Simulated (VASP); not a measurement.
# Lu2Sc3N (P-6m2) in VASP: a series of runs

Lu2Sc3N is run at these levels: PBE; tasks: single point, relaxation of cell and atoms.

Everything below comes from runs of VASP 6.6.1. Logs are shortened: lines on timing, memory, paths and dates and some standing lists are left out, and cuts for length are marked.

## (1) The cell of the first run

Symmetry: P-6m2, No. 187, hexagonal system. The conventional cell has a = 4.020 Å, b = 4.020 Å, c = 9.434 Å, α = 90.00°, β = 90.00°, γ = 120.00°. Within 4.3 Å of Lu (site symmetry 3m) lie 9 Sc at 3.29 to 3.33 Å and 3 N at 3.33 Å and 6 Lu at 4.02 Å. Within 3.1 Å of Sc (site symmetry -6m2) lie 3 Sc at 2.32 Å. Sc (site symmetry -6m2) has 3 N at 2.32 Å within 3.1 Å. Sc (site symmetry -6m2) has 3 Sc at 2.32 Å within 3.1 Å. Within 3.1 Å of N (site symmetry -6m2) lie 3 Sc at 2.32 Å.

The cell was generated, and may not be a known phase.

## (2) Single point, PBE

File INCAR:

```
SYSTEM = Lu2Sc3N
PREC = Accurate
ENCUT = 520
EDIFF = 1E-6
ISMEAR = 0
SIGMA = 0.1
LREAL = .False.
LASPH = .True.
NELM = 80
ALGO = Normal
ISIF = 2
LWAVE = .False.
LCHARG = .True.
GGA = PE
LELF = .True.
LVHAR = .True.
NBANDS = 53
```

File KPOINTS:

```
Automatic mesh
0
Gamma
  6 6 2
  0 0 0
```

File POSCAR:

```
Lu2Sc3N
1.0
    4.0198305627      0.0000000000      0.0000000000
   -2.0099152814      3.4812753862      0.0000000000
    0.0000000000      0.0000000000      9.4339683972
Lu Sc N
2 3 1
Direct
    0.6666666667      0.3333333333      0.2528704907
    0.6666666667      0.3333333333      0.7471295093
    0.0000000000      0.0000000000      0.5000000000
    0.3333333333      0.6666666667      0.0000000000
    0.3333333333      0.6666666667      0.5000000000
    0.0000000000      0.0000000000      0.0000000000
```

Potentials or basis: VASP PAW PBE potentials, release 64 (Lu, Sc_sv, N).

Launch:

```sh
$ cat potpaw_PBE.64/Lu/POTCAR potpaw_PBE.64/Sc_sv/POTCAR potpaw_PBE.64/N/POTCAR > POTCAR
$ mpirun -np 1 vasp_std > vasp.out
```

OUTCAR:

```text
SYSTEM = Lu2Sc3N
   PREC = Accurate
   ENCUT = 520
   EDIFF = 1E-6
   ISMEAR = 0
   LREAL = .False.
   LASPH = .True.
   NELM = 80
   ISIF = 2
   GGA = PE

 ion  position               nearest neighbor table
   1  0.667  0.333  0.253-   5 3.29   5 3.29   3 3.29   3 3.29   3 3.29   5 3.29   4 3.33   4 3.33
                             4 3.33
   2  0.667  0.333  0.747-   5 3.29   5 3.29   3 3.29   3 3.29   3 3.29   5 3.29   4 3.33   4 3.33
                             4 3.33
   3  0.000  0.000  0.500-   5 2.32   5 2.32   5 2.32   1 3.29   2 3.29   2 3.29   1 3.29   2 3.29
                             1 3.29
   4  0.333  0.667  0.000-   6 2.32   6 2.32   6 2.32   1 3.33   2 3.33   1 3.33   2 3.33   1 3.33
                             2 3.33
   5  0.333  0.667  0.500-   3 2.32   3 2.32   3 2.32   1 3.29   2 3.29   1 3.29   2 3.29   1 3.29
                             2 3.29
   6  0.000  0.000  0.000-   4 2.32   4 2.32   4 2.32

  LATTYP: Found a hexagonal cell.
 ALAT       =     4.0198305627
 C/A-ratio  =     2.3468572245

  Lattice vectors:

 A1 = (   4.0198305627,   0.0000000000,   0.0000000000)
 A2 = (  -2.0099152814,   3.4812753862,   0.0000000000)
 A3 = (   0.0000000000,   0.0000000000,   9.4339683972)

Analysis of symmetry for initial positions (statically):
=====================================================================
 Subroutine PRICEL returns:
 Original cell was already a primitive cell.

 Routine SETGRP: Setting up the symmetry group for a
 hexagonal supercell.

 Subroutine GETGRP returns: Found 12 space group operations
 (whereof 12 operations were pure point group operations)
 out of a pool of 24 trial point group operations.

The static configuration has the point symmetry D_3h.

Analysis of symmetry for dynamics (positions and initial velocities):
=====================================================================
 Subroutine PRICEL returns:
 Original cell was already a primitive cell.

 Routine SETGRP: Setting up the symmetry group for a
 hexagonal supercell.

 Subroutine GETGRP returns: Found 12 space group operations
 (whereof 12 operations were pure point group operations)
 out of a pool of 24 trial point group operations.

The dynamic configuration has the point symmetry D_3h.

 Subroutine INISYM returns: Found 12 space group operations
 (whereof 12 operations are pure point group operations),
 and found     1 'primitive' translations

----------------------------------------------------------------------------------------

                                     Primitive cell

  volume of cell :     132.0202

  direct lattice vectors                    reciprocal lattice vectors
     4.019830563  0.000000000  0.000000000     0.248766704  0.143625524  0.000000000
    -2.009915281  3.481275386  0.000000000     0.000000000  0.287251047  0.000000000
     0.000000000  0.000000000  9.433968397     0.000000000  0.000000000  0.105999931

  length of vectors
     4.019830563  4.019830563  9.433968397     0.287251047  0.287251047  0.105999931

  position of ions in fractional coordinates (direct lattice)
     0.666666667  0.333333333  0.252870491
     0.666666667  0.333333333  0.747129509
     0.000000000  0.000000000  0.500000000
     0.333333333  0.666666667  0.000000000
     0.333333333  0.666666667  0.500000000
     0.000000000  0.000000000  0.000000000

  ion indices of the primitive-cell ions
   primitive index   ion index
                 1           1
                 2           2
                 3           3
                 4           4
                 5           5
                 6           6

----------------------------------------------------------------------------------------

 KPOINTS: Automatic mesh

Automatic generation of k-mesh.
 Grid dimensions read from file:
 generate k-points for:    6    6    2

 Generating k-lattice:

  Cartesian coordinates                     Fractional coordinates (reciprocal lattice)
     0.041461117  0.023937587  0.000000000     0.166666667  0.000000000  0.000000000
     0.000000000  0.047875175  0.000000000     0.000000000  0.166666667  0.000000000
     0.000000000  0.000000000  0.052999966     0.000000000  0.000000000  0.500000000

  Length of vectors
     0.047875175  0.047875175  0.052999966

  Shift w.r.t. Gamma in fractional coordinates (k-lattice)
     0.000000000  0.000000000  0.000000000

 Subroutine IBZKPT returns following result:
 ===========================================

 Found     14 irreducible k-points:

 Following reciprocal coordinates:
            Coordinates               Weight
  0.000000  0.000000  0.000000      1.000000
  0.166667  0.000000  0.000000      6.000000
  0.333333  0.000000  0.000000      6.000000
  0.500000  0.000000  0.000000      3.000000
  0.166667  0.166667  0.000000      6.000000
  0.333333  0.166667  0.000000     12.000000
  0.333333  0.333333  0.000000      2.000000
  0.000000  0.000000  0.500000      1.000000
  0.166667  0.000000  0.500000      6.000000
  0.333333  0.000000  0.500000      6.000000
  0.500000  0.000000  0.500000      3.000000
  0.166667  0.166667  0.500000      6.000000
  0.333333  0.166667  0.500000     12.000000
  0.333333  0.333333  0.500000      2.000000
   k-points           NKPTS =     14   k-points in BZ     NKDIM =     14   number of bands    NBANDS=     53
   number of dos      NEDOS =    301   number of ions     NIONS =      6
   total plane-waves  NPLWV =  63000
   dimension x,y,z NGX =    30 NGY =   30 NGZ =   70
   dimension x,y,z NGXF=    60 NGYF=   60 NGZF=  140
   ions per type =               2   3   1
   NGX,Y,Z   is equivalent  to a cutoff of  12.41, 12.41, 12.34 a.u.
   NGXF,Y,Z  is equivalent  to a cutoff of  24.81, 24.81, 24.67 a.u.
 SYSTEM =  Lu2Sc3N
   PREC   = accura    normal or accurate (medium, high low for compatibility)
   ISTART =      0    job   : 0-new  1-cont  2-samecut
   ICHARG =      2    charge: 1-file 2-atom 10-const
   ISPIN  =      1    spin polarized calculation?
   LNONCOLLINEAR =      F non collinear calculations
   LSORBIT =      F    spin-orbit coupling
   LASPH  =      T    aspherical Exc in radial PAW
   ENCUT  =  520.0 eV  38.22 Ry    6.18 a.u.   7.47  7.47 17.54*2*pi/ulx,y,z
   NELM   =     80;   NELMIN=  2; NELMDL= -5     # of ELM steps
   EDIFF  = 0.1E-05   stopping-criterion for ELM
   LREAL  =      F    real-space projection
   EDIFFG = 0.1E-04   stopping-criterion for IOM
   NSW    =      0    number of steps for IOM
   IBRION =     -1    ionic relax: 0-MD 1-quasi-New 2-CG
   NFREE  =      0    steps in history (QN), initial steepest desc. (CG)
   ISIF   =      2    stress and relaxation
   ISYM   =      2    0-nonsym 1-usesym 2-fastsym
   POTIM  = 0.5000    time-step for ionic-motion
   TEBEG  =    0.0;   TEEND  =   0.0 temperature during run
   PSTRESS=    0.0 pullay stress
   NELECT =      88.0000    total number of electrons
   NUPDOWN=      -1.0000    fix difference up-down
   EMIN   =  10.00;   EMAX   =-10.00  energy-range for DOS
   EFERMI =   0.00;   METHOD = LEGACY
   ISMEAR =     0;   SIGMA  =   0.10  broadening in eV -4-tet -1-fermi 0-gaus
   EFERMI_NEDOS =   21; number of points for ismear=-14 and -15
   IALGO  =     38    algorithm
   IMIX   =      4    mixing-type and parameters
     AMIX     =   0.40;   BMIX     =  1.00
     AMIX_MAG =   1.60;   BMIX_MAG =  1.00
  volume/ion in A,a.u.               =      22.00       148.49
  Fermi-wavevector in a.u.,A,eV,Ry     =   1.430064  2.702430 27.825053  2.045084
  Thomas-Fermi vector in A             =   2.549950
   LORBIT       =      0    0 simple, 1 ext, 2 COOP (PROOUT), +10 PAW based schemes
   GGA     = PE    functional components
   LHFCALC =     F    Hartree Fock is set to
   AEXX    =    0.0000 exact exchange contribution
   IVDW    =     0    specifies the selected vdW correction
   LEPSILON=     F    determine dielectric tensor
   LRPA    =     F    only Hartree local field effects (RPA)
 non-spin polarized calculation
 Gauss-broadening in eV      SIGMA  =   0.10
  energy-cutoff  :      520.00
  volume of cell :      132.02
 maximum number of plane-waves:      3588
 NGX is ok and might be reduce to    30
   NGX = 15   NGY = 15   NGZ = 35

 number of electron      87.9999988 magnetization

 Free energy of the ion-electron system (eV)
  ---------------------------------------------------
  ext. energy  EPLUGINS =         0.00000000
  ---------------------------------------------------
  free energy    TOTEN  =       -33.21826251 eV

  energy without entropy =      -33.18155471  energy(sigma->0) =      -33.19990861

 E-fermi :   3.4821     XC(G=0): -10.4398

 val. band max:        3.4746242157   @ k =   0.5000   0.0000   0.0000
 cond. band min:       3.4824105392   @ k =   0.0000   0.0000   0.0000
 fundamental gap:      0.0077863235
 Fermi energy:         3.4821164334

 k-point     1 :       0.0000    0.0000    0.0000
  band No.  band energies     occupation
      1     -53.0425      2.00000
      2     -53.0423      2.00000
      3     -46.6366      2.00000
      4     -45.5925      2.00000
      5     -44.5145      2.00000
      6     -25.3099      2.00000
[... 45 lines left out ...]
     52       5.9217      0.00000
     53       5.9431      0.00000

 k-point     2 :       0.1667    0.0000    0.0000
  band No.  band energies     occupation
      1     -53.0419      2.00000
      2     -53.0418      2.00000
      3     -46.6358      2.00000
      4     -45.5344      2.00000
      5     -44.5811      2.00000
      6     -25.3079      2.00000
[... 45 lines left out ...]
     52       5.5781      0.00000
     53       6.0608      0.00000

 k-point     3 :       0.3333    0.0000    0.0000
  band No.  band energies     occupation
      1     -53.0409      2.00000
      2     -53.0408      2.00000
      3     -46.6342      2.00000
      4     -45.3840      2.00000
      5     -44.7484      2.00000
      6     -25.3040      2.00000
[... 45 lines left out ...]
     52       5.5234      0.00000
     53       5.9830      0.00000
[... 505 lines left out ...]
 k-point    13 :       0.3333    0.1667    0.5000
  band No.  band energies     occupation
      1     -53.0404      2.00000
      2     -53.0403      2.00000
      3     -46.6335      2.00000
      4     -45.2656      2.00000
      5     -44.8752      2.00000
      6     -25.3798      2.00000
[... 45 lines left out ...]
     52       5.4310      0.00000
     53       5.9357      0.00000

 k-point    14 :       0.3333    0.3333    0.5000
  band No.  band energies     occupation
      1     -53.0401      2.00000
      2     -53.0401      2.00000
      3     -46.6331      2.00000
      4     -45.1547      2.00000
      5     -44.9903      2.00000
      6     -25.4502      2.00000
[... 45 lines left out ...]
     52       5.7102      0.00000
     53       5.7564      0.00000

------------------------ aborting loop because EDIFF is reached ----------------------------------------

  FORCE on cell =-STRESS in cart. coord.  units (eV):
  Direction    XX          YY          ZZ          XY          YZ          ZX
  --------------------------------------------------------------------------------------
  -------------------------------------------------------------------------------------
  Total        0.4921324      0.4921324      0.2999474     -0.0000000      0.0000000      0.0000000
  in kB        5.9724426      5.9724426      3.6401155     -0.0000000      0.0000000      0.0000000
  external PRESSURE =       5.1950002 kB  Pullay stress =       0.0000000 kB

 VOLUME and BASIS-vectors are now :
 -----------------------------------------------------------------------------
  energy-cutoff  :      520.00
  volume of cell :      132.02
      direct lattice vectors                 reciprocal lattice vectors
     4.019830563  0.000000000  0.000000000     0.248766704  0.143625524  0.000000000
    -2.009915281  3.481275386  0.000000000     0.000000000  0.287251047  0.000000000
     0.000000000  0.000000000  9.433968397     0.000000000  0.000000000  0.105999931

 POSITION                                       TOTAL-FORCE (eV/Angst)
 -----------------------------------------------------------------------------------
      2.00992      1.16043      2.38557        -0.000000      0.000000     -0.024443
      2.00992      1.16043      7.04840        -0.000000      0.000000      0.024443
      0.00000      0.00000      4.71698        -0.000000     -0.000000      0.000000
     -0.00000      2.32085      0.00000         0.000000     -0.000000      0.000000
     -0.00000      2.32085      4.71698         0.000000     -0.000000      0.000000
      0.00000      0.00000      0.00000        -0.000000     -0.000000      0.000000
 -----------------------------------------------------------------------------------
    total drift:                               -0.000001      0.000000      0.000000

  FREE ENERGIE OF THE ION-ELECTRON SYSTEM (eV)
  ---------------------------------------------------
  free  energy   TOTEN  =       -33.2182625108 eV

  energy  without entropy=      -33.1815547130  energy(sigma->0) =      -33.19990861
```

Wall time 69 s (1 thread of AMD EPYC 9R45 (Zen 5), shared host); peak memory 0.26 GiB.

Results:

```
Free energy            : -33.2183 eV
Pressure               : 0.5 GPa
Largest force          : 0.024 eV/Å
Band gap on the k mesh : zero (bands 44 and 45 overlap by 0.36 eV)
```

Forces in eV/Å, atoms in the order of the input:
```
Lu   0.000  0.000 -0.024
Lu   0.000  0.000  0.024
Sc   0.000  0.000  0.000
Sc   0.000  0.000  0.000
Sc   0.000  0.000  0.000
N    0.000  0.000  0.000
```

Levels at points of the mesh, in eV from the Fermi level:
```
           k point  band 40  band 41  band 42  band 43  band 44  band 45  band 46  band 47  band 48  band 49
(0.00, 0.00, 0.00)    -2.12    -1.16    -0.03    -0.03     0.00     0.58     0.58     1.15     1.15     1.24
(0.50, 0.00, 0.00)    -1.57    -1.33    -1.15    -0.56    -0.01     0.07     0.13     0.72     0.75     0.79
(0.00, 0.00, 0.50)    -2.83    -1.11     0.13     0.13     0.27     0.44     0.44     0.89     0.89     1.34
(0.50, 0.00, 0.50)    -1.59    -1.21    -0.98    -0.51    -0.48     0.06     0.08     0.74     0.74     1.26
```

Caveat: spin-orbit coupling is left out, which moves the levels of the heavy elements.

(Part 1 of 2 ends here.)

The gap in the log of VASP goes by the Fermi energy; the results here count the filled bands.